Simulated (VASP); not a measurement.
Set up this calculation in VASP 6.6.1, as the native input.

```yaml
Task: single point
Functional: HSE06
Potentials_or_basis: VASP PAW PBE potentials, release 64 (B)
Cutoff: 520 eV
k_mesh: 5 × 5 × 5
Occupations: fermi-dirac, width 0.01 eV
Spin: no spin polarisation
Dipole_correction: no
Grid_for_exact_exchange_PRECFOCK: Fast
Further_INCAR_settings: ALGO = Normal; EDIFF = 1e-06; NBANDS = 30
Share_of_exact_exchange: 0.25
Screening_parameter: 0.2079 1/Å
```

The system is B.

```xyz
12
Lattice="2.4492 1.4141 4.1817 -2.4492 1.4141 4.1817 0.0000 -2.8281 4.1817" Properties=species:S:1:pos:R:3 pbc="T T T"
B    -1.5768    0.9104    2.8211
B     0.0000   -1.8207    2.8211
B     1.5768    0.9104    2.8211
B     1.5768   -0.9104    9.7240
B    -1.5768   -0.9104    9.7240
B     0.0000    1.8207    9.7240
B    -1.0032    0.5792    4.4856
B     0.0000   -1.1583    4.4856
B     1.0032    0.5792    4.4856
B     1.0032   -0.5792    8.0595
B    -1.0032   -0.5792    8.0595
B     0.0000    1.1583    8.0595
```

These files were run (other wordings do the same):

POSCAR

```
B
1.0
    2.4492492791      1.4140747306      4.1816907384
   -2.4492492791      1.4140747306      4.1816907384
    0.0000000000     -2.8281494612      4.1816907384
B
12
Direct
    0.0102816520      0.6540688529      0.0102816520
    0.0102816520      0.0102816520      0.6540688529
    0.6540688529      0.0102816520      0.0102816520
    0.9897183480      0.3459311471      0.9897183480
    0.3459311471      0.9897183480      0.9897183480
    0.9897183480      0.9897183480      0.3459311471
    0.2210351401      0.6306102233      0.2210351401
    0.2210351401      0.2210351401      0.6306102233
    0.6306102233      0.2210351401      0.2210351401
    0.7789648599      0.3693897767      0.7789648599
    0.3693897767      0.7789648599      0.7789648599
    0.7789648599      0.7789648599      0.3693897767
```

INCAR.step1

```
  ALGO = Normal
  EDIFF = 1E-5
  ENCUT = 520
  GGA = PE
  ISIF = 2
  ISMEAR = -1
  KPAR = 4
  LASPH = T
  LCHARG = F
  LREAL = F
  LWAVE = T
  NBANDS = 30
  NELM = 60
  PREC = Accurate
  SIGMA = 0.01
```

INCAR.step2

```
  ALGO = Normal
  EDIFF = 1E-6
  ENCUT = 520
  GGA = PE
  HFSCREEN = 0.2079
  ISIF = 2
  ISMEAR = -1
  ISTART = 1
  KPAR = 4
  LASPH = T
  LCHARG = F
  LHFCALC = T
  LREAL = F
  LWAVE = F
  NBANDS = 30
  NELM = 60
  PREC = Accurate
  PRECFOCK = Fast
  SIGMA = 0.01
```

KPOINTS

```
k-points
0
Gamma
  5 5 5
```

Potentials or basis: VASP PAW PBE potentials, release 64 (B).

Run with:

```sh
$ cat potpaw_PBE.64/B/POTCAR > POTCAR
$ cp INCAR.step1 INCAR
$ mpirun -np 4 vasp_std > vasp.out
$ cp INCAR.step2 INCAR
$ mpirun -np 4 vasp_std > vasp.out
```

It gave:

```json
{"Pressure": "-3.1 GPa", "Largest force": "0.136 eV/Å", "Band gap on the k mesh": "2.06 eV (least direct gap 2.41 eV)"}
```

Caveat: the cell stands under tension; the PAW data sets were made with another functional, which shifts forces and pressure a little.

Wall time 11 min on 4 MPI ranks on Intel(R) Xeon(R) 6975P-C (Granite Rapids), on a shared host, peak memory 0.35 GiB a rank.
